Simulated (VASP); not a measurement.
# BeS (F-43m) in VASP: notebook

BeS is run at these levels: r2SCAN; tasks: single point.

Everything below comes from runs of VASP 6.6.1. Logs are shortened: lines on timing, memory, paths and dates and some standing lists are left out, and cuts for length are marked.

## Step 1: The cell of the first run

It takes space group F-43m (No. 216, cubic). The conventional cell has a = 4.840 Å, b = 4.840 Å, c = 4.840 Å, α = 90.00°, β = 90.00°, γ = 90.00°. Within 2.8 Å of Be (site symmetry -43m) lie 4 S at 2.10 Å. S (site symmetry -43m) has 4 Be at 2.10 Å within 2.8 Å.

## Step 2: Single point, r2SCAN

POSCAR reads:

```
BeS
1.0
    0.0000000000      2.4200000000      2.4200000000
    2.4200000000      0.0000000000      2.4200000000
    2.4200000000      2.4200000000      0.0000000000
Be S
1 1
Direct
    0.0000000000      0.0000000000      0.0000000000
    0.2500000000      0.2500000000      0.2500000000
```

INCAR.step1 reads:

```
SYSTEM = BeS
PREC     = Accurate       ! precision mode
ENCUT    = 660            ! plane-wave cutoff, eV
ISMEAR   = 0              ! smearing method
SIGMA    = 0.1            ! smearing width, eV
LREAL    = .False.        ! projectors in reciprocal space
LASPH    = .True.         ! aspherical terms in the spheres
NELM     = 120            ! most SCF steps
NBANDS   = 11             ! bands
GGA      = PE             ! functional
ALGO     = Normal         ! electronic algorithm
EDIFF    = 1E-5           ! SCF threshold, eV
LWAVE    = .True.         ! write WAVECAR
LCHARG   = .False.        ! write CHGCAR
GGA_COMPAT= .False.
```

INCAR.step2 reads:

```
SYSTEM = BeS
PREC     = Accurate       ! precision mode
ENCUT    = 660            ! plane-wave cutoff, eV
EDIFF    = 1E-6           ! SCF threshold, eV
ISMEAR   = 0              ! smearing method
SIGMA    = 0.1            ! smearing width, eV
LREAL    = .False.        ! projectors in reciprocal space
LASPH    = .True.         ! aspherical terms in the spheres
NELM     = 120            ! most SCF steps
ALGO     = Normal         ! electronic algorithm
ISIF     = 2              ! what is computed and relaxed
LWAVE    = .False.        ! write WAVECAR
LCHARG   = .False.        ! write CHGCAR
METAGGA  = R2SCAN         ! meta-GGA
LMIXTAU  = .True.       
NBANDS   = 11             ! bands
ISTART   = 1            
GGA_COMPAT= .False.
```

KPOINTS reads:

```
Automatic mesh
0
Gamma
  6 6 6
  0 0 0
```

Potentials or basis: VASP PAW PBE potentials, release 64 (Be, S).

Run with:

```bash
> cat potpaw_PBE.64/Be/POTCAR potpaw_PBE.64/S/POTCAR > POTCAR
> cp INCAR.step1 INCAR
> mpirun -np 1 vasp_std > vasp.out
> cp INCAR.step2 INCAR
> mpirun -np 1 vasp_std > vasp.out
```

OUTCAR:

```text
SYSTEM = BeS
   PREC = Accurate
   ENCUT = 660
   EDIFF = 1E-6
   ISMEAR = 0
   LREAL = .False.
   LASPH = .True.
   NELM = 120
   ISIF = 2
   METAGGA = R2SCAN
   ISTART = 1

 ion  position               nearest neighbor table
   1  0.000  0.000  0.000-   2 2.10   2 2.10   2 2.10   2 2.10
   2  0.250  0.250  0.250-   1 2.10   1 2.10   1 2.10   1 2.10

  LATTYP: Found a face centered cubic cell.
 ALAT       =     4.8400000000

  Lattice vectors:

 A1 = (   0.0000000000,   2.4200000000,   2.4200000000)
 A2 = (   2.4200000000,   0.0000000000,   2.4200000000)
 A3 = (   2.4200000000,   2.4200000000,   0.0000000000)

Analysis of symmetry for initial positions (statically):
=====================================================================
 Subroutine PRICEL returns:
 Original cell was already a primitive cell.

 Routine SETGRP: Setting up the symmetry group for a
 face centered cubic supercell.

 Subroutine GETGRP returns: Found 24 space group operations
 (whereof 24 operations were pure point group operations)
 out of a pool of 48 trial point group operations.

The static configuration has the point symmetry T_d .

Analysis of symmetry for dynamics (positions and initial velocities):
=====================================================================
 Subroutine PRICEL returns:
 Original cell was already a primitive cell.

 Routine SETGRP: Setting up the symmetry group for a
 face centered cubic supercell.

 Subroutine GETGRP returns: Found 24 space group operations
 (whereof 24 operations were pure point group operations)
 out of a pool of 48 trial point group operations.

The dynamic configuration has the point symmetry T_d .

 Subroutine INISYM returns: Found 24 space group operations
 (whereof 24 operations are pure point group operations),
 and found     1 'primitive' translations

----------------------------------------------------------------------------------------

                                     Primitive cell

  volume of cell :      28.3450

  direct lattice vectors                    reciprocal lattice vectors
     0.000000000  2.420000000  2.420000000    -0.206611570  0.206611570  0.206611570
     2.420000000  0.000000000  2.420000000     0.206611570 -0.206611570  0.206611570
     2.420000000  2.420000000  0.000000000     0.206611570  0.206611570 -0.206611570

  length of vectors
     3.422396821  3.422396821  3.422396821     0.357861737  0.357861737  0.357861737

  position of ions in fractional coordinates (direct lattice)
     0.000000000  0.000000000  0.000000000
     0.250000000  0.250000000  0.250000000

  ion indices of the primitive-cell ions
   primitive index   ion index
                 1           1
                 2           2

----------------------------------------------------------------------------------------

 KPOINTS: Automatic mesh

Automatic generation of k-mesh.
 Grid dimensions read from file:
 generate k-points for:    6    6    6

 Generating k-lattice:

  Cartesian coordinates                     Fractional coordinates (reciprocal lattice)
    -0.034435262  0.034435262  0.034435262     0.166666667  0.000000000  0.000000000
     0.034435262 -0.034435262  0.034435262     0.000000000  0.166666667  0.000000000
     0.034435262  0.034435262 -0.034435262     0.000000000  0.000000000  0.166666667

  Length of vectors
     0.059643623  0.059643623  0.059643623

  Shift w.r.t. Gamma in fractional coordinates (k-lattice)
     0.000000000  0.000000000  0.000000000

 Subroutine IBZKPT returns following result:
 ===========================================

 Found     16 irreducible k-points:

 Following reciprocal coordinates:
            Coordinates               Weight
  0.000000  0.000000  0.000000      1.000000
  0.166667  0.000000  0.000000      8.000000
  0.333333  0.000000  0.000000      8.000000
  0.500000  0.000000  0.000000      4.000000
  0.166667  0.166667  0.000000      6.000000
  0.333333  0.166667  0.000000     24.000000
[... 8 lines left out ...]
 -0.333333  0.333333  0.166667     24.000000
 -0.333333  0.500000  0.166667     12.000000
   k-points           NKPTS =     16   k-points in BZ     NKDIM =     16   number of bands    NBANDS=     11
   number of dos      NEDOS =    301   number of ions     NIONS =      2
   total plane-waves  NPLWV =  27000
   dimension x,y,z NGX =    30 NGY =   30 NGZ =   30
   dimension x,y,z NGXF=    60 NGYF=   60 NGZF=   60
   ions per type =               1   1
   NGX,Y,Z   is equivalent  to a cutoff of  14.57, 14.57, 14.57 a.u.
   NGXF,Y,Z  is equivalent  to a cutoff of  29.15, 29.15, 29.15 a.u.
 SYSTEM =  BeS
   PREC   = accura    normal or accurate (medium, high low for compatibility)
   ISTART =      1    job   : 0-new  1-cont  2-samecut
   ICHARG =      0    charge: 1-file 2-atom 10-const
   ISPIN  =      1    spin polarized calculation?
   LNONCOLLINEAR =      F non collinear calculations
   LSORBIT =      F    spin-orbit coupling
   LASPH  =      T    aspherical Exc in radial PAW
   ENCUT  =  660.0 eV  48.51 Ry    6.96 a.u.   7.17  7.17  7.17*2*pi/ulx,y,z
   NELM   =    120;   NELMIN=  2; NELMDL=  0     # of ELM steps
   EDIFF  = 0.1E-05   stopping-criterion for ELM
   LREAL  =      F    real-space projection
   EDIFFG = 0.1E-04   stopping-criterion for IOM
   NSW    =      0    number of steps for IOM
   IBRION =     -1    ionic relax: 0-MD 1-quasi-New 2-CG
   NFREE  =      0    steps in history (QN), initial steepest desc. (CG)
   ISIF   =      2    stress and relaxation
   ISYM   =      2    0-nonsym 1-usesym 2-fastsym
   POTIM  = 0.5000    time-step for ionic-motion
   TEBEG  =    0.0;   TEEND  =   0.0 temperature during run
   PSTRESS=    0.0 pullay stress
   NELECT =       8.0000    total number of electrons
   NUPDOWN=      -1.0000    fix difference up-down
   EMIN   =  10.00;   EMAX   =-10.00  energy-range for DOS
   EFERMI =   0.00;   METHOD = LEGACY
   ISMEAR =     0;   SIGMA  =   0.10  broadening in eV -4-tet -1-fermi 0-gaus
   EFERMI_NEDOS =   21; number of points for ismear=-14 and -15
   IALGO  =     38    algorithm
   IMIX   =      4    mixing-type and parameters
     AMIX     =   0.40;   BMIX     =  1.00
     AMIX_MAG =   1.60;   BMIX_MAG =  1.00
  volume/ion in A,a.u.               =      14.17        95.64
  Fermi-wavevector in a.u.,A,eV,Ry     =   1.073856  2.029294 15.689791  1.153167
  Thomas-Fermi vector in A             =   2.209668
   LORBIT       =      0    0 simple, 1 ext, 2 COOP (PROOUT), +10 PAW based schemes
   METAGGA = R2SCAN    functional components
   LHFCALC =     F    Hartree Fock is set to
   AEXX    =    0.0000 exact exchange contribution
   IVDW    =     0    specifies the selected vdW correction
   LEPSILON=     F    determine dielectric tensor
   LRPA    =     F    only Hartree local field effects (RPA)
 non-spin polarized calculation
 Gauss-broadening in eV      SIGMA  =   0.10
  energy-cutoff  :      660.00
  volume of cell :       28.34
 maximum number of plane-waves:      1113
 NGX is ok and might be reduce to    30
   NGX = 15   NGY = 15   NGZ = 15

 number of electron       8.0000001 magnetization

 Free energy of the ion-electron system (eV)
  ---------------------------------------------------
  ext. energy  EPLUGINS =         0.00000000
  ---------------------------------------------------
  free energy    TOTEN  =       -14.78108866 eV

  energy without entropy =      -14.78108866  energy(sigma->0) =      -14.78108866

 E-fermi :   4.5445     XC(G=0): -10.2096

 val. band max:        4.0337690045   @ k =   0.0000   0.0000   0.0000
 cond. band min:       7.5916518884   @ k =   0.5000   0.5000   0.0000
 fundamental gap:      3.5578828839
 Fermi energy:         4.5445479881

 k-point     1 :       0.0000    0.0000    0.0000
  band No.  band energies     occupation
      1     -10.3064      2.00000
      2       4.0338      2.00000
      3       4.0338      2.00000
      4       4.0338      2.00000
      5      10.2864      0.00000
      6      10.2864      0.00000
      7      10.2864      0.00000
      8      10.7780      0.00000
      9      17.4680      0.00000
     10      17.4680      0.00000
     11      19.9922      0.00000

 k-point     2 :       0.1667    0.0000    0.0000
  band No.  band energies     occupation
      1      -9.9791      2.00000
      2       2.1038      2.00000
      3       3.7003      2.00000
      4       3.7003      2.00000
      5      10.2875      0.00000
      6      10.8797      0.00000
      7      10.8797      0.00000
      8      12.7263      0.00000
      9      16.5558      0.00000
     10      16.5558      0.00000
     11      19.6533      0.00000

 k-point     3 :       0.3333    0.0000    0.0000
  band No.  band energies     occupation
      1      -9.1628      2.00000
      2      -0.6811      2.00000
      3       3.1801      2.00000
      4       3.1801      2.00000
      5      10.2043      0.00000
      6      11.2958      0.00000
      7      11.2958      0.00000
      8      15.3431      0.00000
      9      17.3833      0.00000
     10      17.3833      0.00000
     11      19.3387      0.00000

 k-point     4 :       0.5000    0.0000    0.0000
  band No.  band energies     occupation
      1      -8.6109      2.00000
      2      -1.9677      2.00000
      3       2.9669      2.00000
      4       2.9669      2.00000
      5      10.1574      0.00000
      6      11.1701      0.00000
      7      11.1701      0.00000
      8      16.1277      0.00000
      9      19.7921      0.00000
     10      19.7921      0.00000
     11      20.3965      0.00000

 k-point     5 :       0.1667    0.1667    0.0000
  band No.  band energies     occupation
      1      -9.8700      2.00000
      2       2.4756      2.00000
      3       3.0787      2.00000
      4       3.0787      2.00000
      5       9.5912      0.00000
      6      11.9442      0.00000
      7      11.9442      0.00000
      8      12.0678      0.00000
      9      15.1575      0.00000
     10      18.0928      0.00000
     11      21.1028      0.00000
[... 99 lines left out ...]
 k-point    13 :       0.5000    0.5000    0.0000
  band No.  band energies     occupation
      1      -8.0328      2.00000
      2      -1.1893      2.00000
      3       1.2971      2.00000
      4       1.2971      2.00000
      5       7.5917      0.00000
      6       9.4115      0.00000
      7      17.9494      0.00000
      8      17.9494      0.00000
      9      20.8980      0.00000
     10      21.2049      0.00000
     11      21.9291      0.00000

 k-point    14 :       0.5000    0.3333    0.1667
  band No.  band energies     occupation
      1      -8.5585      2.00000
      2      -0.5029      2.00000
      3       0.9383      2.00000
      4       2.0669      2.00000
      5      10.3576      0.00000
      6      11.6268      0.00000
      7      12.5754      0.00000
      8      15.2003      0.00000
      9      17.5272      0.00000
     10      19.7369      0.00000
     11      21.8616      0.00000

 k-point    15 :      -0.3333    0.3333    0.1667
  band No.  band energies     occupation
      1      -8.1555      2.00000
      2      -1.0084      2.00000
      3       0.4677      2.00000
      4       1.5750      2.00000
      5      10.7292      0.00000
      6      11.7329      0.00000
      7      14.2541      0.00000
      8      15.1214      0.00000
      9      16.1556      0.00000
     10      20.5751      0.00000
     11      21.5638      0.00000

 k-point    16 :      -0.3333    0.5000    0.1667
  band No.  band energies     occupation
      1      -7.9911      2.00000
      2      -0.7492      2.00000
      3       0.4900      2.00000
      4       0.7503      2.00000
      5       9.6861      0.00000
      6      11.2562      0.00000
      7      14.9562      0.00000
      8      15.3406      0.00000
      9      19.4032      0.00000
     10      19.8049      0.00000
     11      22.1119      0.00000

------------------------ aborting loop because EDIFF is reached ----------------------------------------

  FORCE on cell =-STRESS in cart. coord.  units (eV):
  Direction    XX          YY          ZZ          XY          YZ          ZX
  --------------------------------------------------------------------------------------
  -------------------------------------------------------------------------------------
  Total        0.3768782      0.3768782      0.3768782      0.0000000      0.0000000     -0.0000000
  in kB       21.3027425     21.3027425     21.3027425      0.0000000      0.0000000     -0.0000000
  external PRESSURE =      21.3027425 kB  Pullay stress =       0.0000000 kB

 VOLUME and BASIS-vectors are now :
 -----------------------------------------------------------------------------
  energy-cutoff  :      660.00
  volume of cell :       28.34
      direct lattice vectors                 reciprocal lattice vectors
     0.000000000  2.420000000  2.420000000    -0.206611570  0.206611570  0.206611570
     2.420000000  0.000000000  2.420000000     0.206611570 -0.206611570  0.206611570
     2.420000000  2.420000000  0.000000000     0.206611570  0.206611570 -0.206611570

 POSITION                                       TOTAL-FORCE (eV/Angst)
 -----------------------------------------------------------------------------------
      0.00000      0.00000      0.00000         0.000000      0.000000      0.000000
      1.21000      1.21000      1.21000        -0.000000     -0.000000     -0.000000
 -----------------------------------------------------------------------------------
    total drift:                                0.000000      0.000000      0.000000

  FREE ENERGIE OF THE ION-ELECTRON SYSTEM (eV)
  ---------------------------------------------------
  free  energy   TOTEN  =       -14.7810886637 eV

  energy  without entropy=      -14.7810886637  energy(sigma->0) =      -14.78108866
```

Wall time 64 s (1 thread of Intel Xeon 8259CL, shared host); peak memory 0.16 GiB.

What came out:

```yaml
Free_energy: -14.7811 eV
Pressure: 2.1 GPa
Band_gap_on_the_k_mesh: 3.56 eV (least direct gap 6.25 eV)
```

Levels at points of the mesh, in eV from the valence-band top:
```csv
k point,band 2,band 3,band 4,band 5,band 6,band 7
"(0.00, 0.00, 0.00)",0.00,0.00,0.00,6.25,6.25,6.25
"(0.50, 0.00, 0.00)",-6.00,-1.07,-1.07,6.12,7.14,7.14
"(0.50, 0.50, 0.00)",-5.22,-2.74,-2.74,3.56,5.38,13.92
```

Caveat: the PAW data sets were made with another functional, which shifts forces and pressure a little. A k mesh can miss the band edges.

## Step 3: Single point, r2SCAN

This run uses another cell than the first one, of 14.42 Å³/atom.

POSCAR reads:

```
BeS
1.0
    0.0000000000      2.4340429224      2.4340429224
    2.4340429224      0.0000000000      2.4340429224
    2.4340429224      2.4340429224      0.0000000000
Be S
1 1
Direct
    0.0000000000      0.0000000000      0.0000000000
    0.2500000000      0.2500000000      0.2500000000
```

INCAR.step1 reads:

```
SYSTEM = BeS
ALGO = Normal
EDIFF = 1E-5
ENCUT = 660
GGA = PE
GGA_COMPAT = .False.
ISMEAR = 0
LASPH = .True.
LCHARG = .False.
LREAL = .False.
LWAVE = .True.
NBANDS = 11
NELM = 120
PREC = Accurate
SIGMA = 0.02
```

INCAR.step2 reads:

```
SYSTEM = BeS
ALGO = Normal
EDIFF = 1E-6
ENCUT = 660
GGA_COMPAT = .False.
ISIF = 2
ISMEAR = 0
ISTART = 1
LASPH = .True.
LCHARG = .False.
LMIXTAU = .True.
LREAL = .False.
LWAVE = .False.
METAGGA = R2SCAN
NBANDS = 11
NELM = 120
PREC = Accurate
SIGMA = 0.02
```

KPOINTS reads:

```
k-points
0
Gamma
  8 8 8
  0 0 0
```

Potentials or basis: VASP PAW PBE potentials, release 64 (Be, S).

Run with:

```bash
> cat potpaw_PBE.64/Be/POTCAR potpaw_PBE.64/S/POTCAR > POTCAR
> cp INCAR.step1 INCAR
> mpirun -np 1 vasp_std > vasp.out
> cp INCAR.step2 INCAR
> mpirun -np 1 vasp_std > vasp.out
```

Run time: 98 s. Hardware: 1 thread of Intel Xeon 8259CL, shared host; peak memory 0.17 GiB.

Results (log left out):

```yaml
Free_energy: -14.7872 eV
Pressure: 0.3 GPa
Band_gap_on_the_k_mesh: 3.60 eV (least direct gap 6.26 eV)
```

Levels at points of the mesh, in eV from the valence-band top:
```
           k point  band 1  band 2  band 3  band 4  band 5  band 6  band 7  band 8  band 9
(0.00, 0.00, 0.00)  -14.22    0.00    0.00    0.00    6.26    6.26    6.26    6.59   13.40
(0.50, 0.00, 0.00)  -12.57   -5.89   -1.04   -1.04    6.06    7.14    7.14   12.01   15.68
(0.50, 0.50, 0.00)  -12.01   -5.13   -2.67   -2.67    3.60    5.39   13.77   13.77   16.62
```

Caveat: the PAW data sets were made with another functional, which shifts forces and pressure a little.

(Continued in part 2 of 2.)
